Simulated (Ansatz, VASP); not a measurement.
Two plane-wave programs on SnO

The input INCAR:

```
ALGO = Normal ; DIPOL = 0.5 0.5 0.394
EDIFF = 1E-6 ; ENCUT = 520
GGA = PE ; IDIPOL = 3
ISIF = 2 ; ISMEAR = 0
IVDW = 12 ; LASPH = T
LCHARG = F ; LDIPOL = T
LREAL = F ; LWAVE = F
NBANDS = 50 ; NELM = 60
PREC = Accurate ; SIGMA = 0.05
```

KPOINTS

```
k-points
0
Gamma
  7 7 1
```

Contents of POSCAR:

```
SnO
1.0
    3.8201708766      0.0000000000      0.0000000000
    0.0000000000      3.8201708766      0.0000000000
    0.0000000000      0.0000000000     22.2260720666
Sn O
4 4
Direct
    0.5000000000      0.0000000000      0.2024649244
    0.0000000000      0.5000000000      0.3087831270
    0.0000000000      0.5000000000      0.4797535076
    0.5000000000      0.0000000000      0.5860717102
    0.0000000000      0.0000000000      0.2556240257
    0.5000000000      0.5000000000      0.2556240257
    0.5000000000      0.5000000000      0.5329126089
    0.0000000000      0.0000000000      0.5329126089
```

Input for Ansatz:

```yaml
crystal:
  lattice:
    - [3.8201708766, 0.0, 0.0]
    - [0.0, 3.8201708766, 0.0]
    - [0.0, 0.0, 22.2260720666]
  atoms:
    - { symbol: Sn, position: [0.5, 0.0, 0.2024649244] }
    - { symbol: O, position: [0.0, 0.0, 0.2556240257] }
    - { symbol: O, position: [0.5, 0.5, 0.2556240257] }
    - { symbol: Sn, position: [0.0, 0.5, 0.308783127] }
    - { symbol: Sn, position: [0.0, 0.5, 0.4797535076] }
    - { symbol: O, position: [0.5, 0.5, 0.5329126089] }
    - { symbol: O, position: [0.0, 0.0, 0.5329126089] }
    - { symbol: Sn, position: [0.5, 0.0, 0.5860717102] }
basis:
  ecutwfc: 420
kpoints:
  mp_grid: { grid: [7, 7, 1] }
hamiltonian:
  xc: pbe
  pseudopotentials: { kind: paw, azcp: { folder: soft_1 } }
  dispersion: d3bj
scf:
  occupations: { method: gaussian, width: 0.05 }
output:
  forces: true
  eigenvalues: true
efield:
  axis: 3
  dipole_correction: true
  ramp_width: 0.04
```

Alike in both runs: task single point; functional PBE; dispersion D3(BJ); k mesh 7 × 7 × 1; occupations gaussian, width 0.05 eV; no spin polarisation.

|  | VASP | Ansatz |
| --- | --- | --- |
| version | VASP 6.6.1 | Ansatz 0.2.0 |
| potentials or method | VASP PAW PBE potentials, release 64 (Sn_d, O), cutoff 520 eV | scalar-relativistic, plane waves, PAW |
| valence electrons in the cell | 80 | 80 |

```csv
,VASP,Ansatz,Ansatz less VASP
gap on the k mesh at the Fermi level (eV),1.99,2.00,+0.006
least direct gap on the mesh (eV),2.21,2.21,+0.009
rms of the force components (eV/Å),0.076,0.100,+0.0245
```
